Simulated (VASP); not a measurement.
Wanted: the native input for a VASP 6.6.1 run.

| Quantity | Value |
| --- | --- |
| Task | relaxation of cell and atoms |
| Functional | PBE |
| Potentials or basis | VASP PAW PBE potentials, release 64 (Os, I) |
| Cutoff | 600 eV |
| k mesh | 8 × 8 × 8 |
| Occupations | gaussian, width 0.1 eV |
| Spin | no spin polarisation |
| Dipole correction | no |
| Further INCAR settings | ALGO = Normal; EDIFF = 1e-07; IBRION = 2; EDIFFG = -0.01; NSW = 100; ISIF = 3 |

The structure of Os2I lies in POSCAR:

```
Os2I
1.0
    5.6389220975      0.0000000000      0.0000000000
    0.0000000000      5.6389220975      0.0000000000
    0.0000000000      0.0000000000      5.6389220975
Os I
4 2
Direct
    0.2500000000      0.2500000000      0.2500000000
    0.2500000000      0.7500000000      0.7500000000
    0.7500000000      0.7500000000      0.2500000000
    0.7500000000      0.2500000000      0.7500000000
    0.0000000000      0.0000000000      0.0000000000
    0.5000000000      0.5000000000      0.5000000000
```

These files were run (other wordings do the same):

INCAR

```
SYSTEM = Os2I
  PREC = Accurate
  ENCUT = 600
  EDIFF = 1E-7
  ISMEAR = 0
  SIGMA = 0.1
  LREAL = .FALSE.
  LASPH = .TRUE.
  NELM = 100
  ALGO = Normal
  ISIF = 3
  LWAVE = .FALSE.
  LCHARG = .FALSE.
  GGA = PE
  IBRION = 2
  NSW = 100
  EDIFFG = -0.01
```

KPOINTS

```
regular mesh
0
G
  8 8 8
  0 0 0
```

Potentials or basis: VASP PAW PBE potentials, release 64 (Os, I).

Command:

```console
$ cat potpaw_PBE.64/Os/POTCAR potpaw_PBE.64/I/POTCAR > POTCAR
$ mpirun -np 1 vasp_std > vasp.out
```

Results of the run:

```json
{
  "Relaxed volume": "29.83 Å³/atom",
  "Relaxed cell": "a = 5.635 Å, b = 5.635 Å, c = 5.635 Å, α = 90.00°, β = 90.00°, γ = 90.00°",
  "Space group after relaxing (to 0.1 Å)": "Pn-3m (No. 224)",
  "Energy gained by relaxing": "0.0 meV/atom",
  "Ionic steps": "3",
  "Pressure after relaxing": "0.0 GPa",
  "Band gap on the k mesh": "zero (bands 23 and 24 overlap by 0.50 eV)"
}
```

Caveat: spin-orbit coupling is left out, which moves the levels of the heavy elements.

Run time: 32 min on 1 thread of Intel Xeon 8259CL (shared host), peak memory 0.47 GiB.
